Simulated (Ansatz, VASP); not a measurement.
## MnSb: VASP beside Ansatz

```
Mn Sb
1.0
     4.07965    0.00000    0.00000
    -2.03982    3.53308    0.00000
     0.00000    0.00000    5.68201
Mn Sb
2 2
Direct
  0.00000 0.00000 0.00000
  0.00000 0.00000 0.50000
  0.33333 0.66667 0.25000
  0.66667 0.33333 0.75000
```

Change from the starting cell: volume scaled by 0.95, no spin polarisation, PAW files.

Alike in both runs: task single point; functional PBEsol; k mesh 9 × 9 × 6; occupations fermi-dirac, width 0.1 eV; no spin polarisation.

|  | VASP | Ansatz |
| --- | --- | --- |
| version | VASP 6.6.1 | Ansatz 0.2.0 |
| potentials or method | VASP PAW PBE potentials, release 64 (Mn_pv, Sb) | PAW with Ansatz's default frozen-core files, scalar-relativistic |
| plane-wave cutoff (eV) | 520 | 420 |
| valence electrons in the cell | 36 | 60 |

|  | VASP | Ansatz | Ansatz less VASP |
| --- | --- | --- | --- |
| pressure (GPa) | -17.3 | -17.4 | -0.09 |
| traceless stress, the component that is largest in VASP (GPa) | -4.79 | -4.91 | -0.119 |

VASP's potentials were made for PBE, not for PBEsol. VASP's potentials hold 36 valence electrons a cell and Ansatz's 60, so a difference there can come from the potentials and not from the codes.

Neither program's run includes spin-orbit coupling.
